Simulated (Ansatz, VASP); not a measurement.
One calculation of MgI2, two programs

```
Mg I
1.0
     2.15281    1.24293    6.50205
    -2.15281    1.24293    6.50205
     0.00000   -2.48586    6.50205
Mg I
1 2
Direct
  0.00000 0.00000 0.00000
  0.75000 0.75000 0.75000
  0.25000 0.25000 0.25000
```

Alike in both runs: task relaxation of cell and atoms; functional PBE; k mesh 6 × 6 × 6; occupations gaussian, width 0.02 eV; no spin polarisation.

```csv
,VASP,Ansatz
version,VASP 6.6.1,Ansatz 0.2.0
potentials or method,"VASP PAW PBE potentials, release 64 (Mg, I), cutoff 600 eV","scalar-relativistic, plane waves, PAW"
valence electrons in the cell,16,44
```

|  | VASP | Ansatz | Ansatz less VASP |
| --- | --- | --- | --- |
| gap on the k mesh at the Fermi level, each at its own relaxed structure (eV) | 3.50 | 3.54 | +0.038 |
| relaxed volume (Å³/atom) | 39.45 | 40.24 | +0.789 |
| relaxed cell length with the largest relative difference (Å) | 8.113 | 8.237 | +0.1242 |

VASP's potentials hold 16 valence electrons a cell and Ansatz's 44, so a difference there can come from the potentials and not from the codes.

Neither program's run includes spin-orbit coupling.
